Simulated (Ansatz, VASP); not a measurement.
## MgS: VASP beside Ansatz

The input INCAR:

```
PREC = Accurate ; ENCUT = 600
EDIFF = 1E-6 ; ISMEAR = 0
SIGMA = 0.01 ; LREAL = False
LASPH = True ; NELM = 120
ALGO = Normal ; ISIF = 2
LWAVE = False ; LCHARG = False
GGA = PE ; NBANDS = 11
GGA_COMPAT = False
```

The input KPOINTS:

```
Automatic mesh
0
Gamma
  2 2 2
```

Contents of POSCAR:

```
MgS
1.0
    0.0000000000      2.8308747668      2.8308747668
    2.8308747668      0.0000000000      2.8308747668
    2.8308747668      2.8308747668      0.0000000000
Mg S
1 1
Direct
    0.0000000000      0.0000000000      0.0000000000
    0.7500000000      0.7500000000      0.7500000000
```

Input for Ansatz:

```yaml
crystal:
  lattice:
    - [0.0, 2.8308747668, 2.8308747668]
    - [2.8308747668, 0.0, 2.8308747668]
    - [2.8308747668, 2.8308747668, 0.0]
  atoms:
    - { symbol: Mg, position: [0.0, 0.0, 0.0] }
    - { symbol: S, position: [0.75, 0.75, 0.75] }
kpoints:
  mp_grid: { grid: [2, 2, 2] }
hamiltonian:
  xc: pbe
scf:
  occupations: { method: fixed }
  n_extra_bands: 4
output:
  forces: true
  stress: true
  eigenvalues: true
```

Alike in both runs: task single point; functional PBE; k mesh 2 × 2 × 2; no spin polarisation.

```csv
,VASP,Ansatz
version,VASP 6.6.1,Ansatz 0.2.0
potentials or method,"VASP PAW PBE potentials, release 64 (Mg, S)",plane waves
plane-wave cutoff (eV),600,420
occupations,"gaussian, width 0.01 eV",fixed
valence electrons in the cell,8,16
```

|  | VASP | Ansatz | Ansatz less VASP |
| --- | --- | --- | --- |
| gap on the k mesh at the Fermi level (eV) | 3.37 | 3.38 | +0.010 |
| pressure (GPa) | 4.1 | 4.2 | +0.12 |

VASP's potentials hold 8 valence electrons a cell and Ansatz's 16, so a difference there can come from the potentials and not from the codes.

The k mesh is coarse, so the values compare programs but aren't converged.
